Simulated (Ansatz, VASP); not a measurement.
## Ca in VASP and in Ansatz

File INCAR:

```
SYSTEM = Ca
ALGO = Normal
EDIFF = 1E-8
ENCUT = 520
GGA = PS
ISIF = 2
ISMEAR = -1
LASPH = .TRUE.
LCHARG = .FALSE.
LEFG = .TRUE.
LREAL = .FALSE.
LWAVE = .FALSE.
NBANDS = 11
NELM = 100
PREC = Accurate
SIGMA = 0.05
```

Contents of KPOINTS:

```
k-points
0
G
  11 11 11
  0 0 0
```

The input POSCAR:

```
Ca
1.0
    0.0000000000      2.8127051750      2.8127051750
    2.8127051750      0.0000000000      2.8127051750
    2.8127051750      2.8127051750      0.0000000000
Ca
1
Direct
    0.0000000000      0.0000000000      0.0000000000
```

Input for Ansatz:

```yaml
crystal:
  lattice:
    - [0.0, 2.812705175, 2.812705175]
    - [2.812705175, 0.0, 2.812705175]
    - [2.812705175, 2.812705175, 0.0]
  atoms:
    - { symbol: Ca, position: [0.0, 0.0, 0.0] }
kpoints:
  mp_grid: { grid: [11, 11, 11] }
scf:
  occupations: { method: fermi_dirac, width: 0.05 }
hamiltonian:
  xc: pbesol
  pseudopotentials: { kind: all_electron, datasets: crystal }
output:
  forces: true
  stress: true
  eigenvalues: true
  efg: { contact_densities: true }
```

Change from the starting cell: volume scaled by 1.02, crystal datasets.

Alike in both runs: task electric field gradients; functional PBEsol; k mesh 11 × 11 × 11; occupations fermi-dirac, width 0.05 eV; no spin polarisation.

```csv
,VASP,Ansatz
version,VASP 6.6.1,Ansatz 0.2.0
potentials or method,"VASP PAW PBE potentials, release 64 (Ca_sv), cutoff 520 eV","all-electron PAW with datasets made for the crystal, scalar-relativistic"
```

```tsv
	VASP	Ansatz	Ansatz less VASP
pressure (GPa)	-1.4	-1.4	-0.01
```

VASP's potentials were made for PBE, not for PBEsol. Ansatz ran all-electron here, and VASP with PAW potentials.
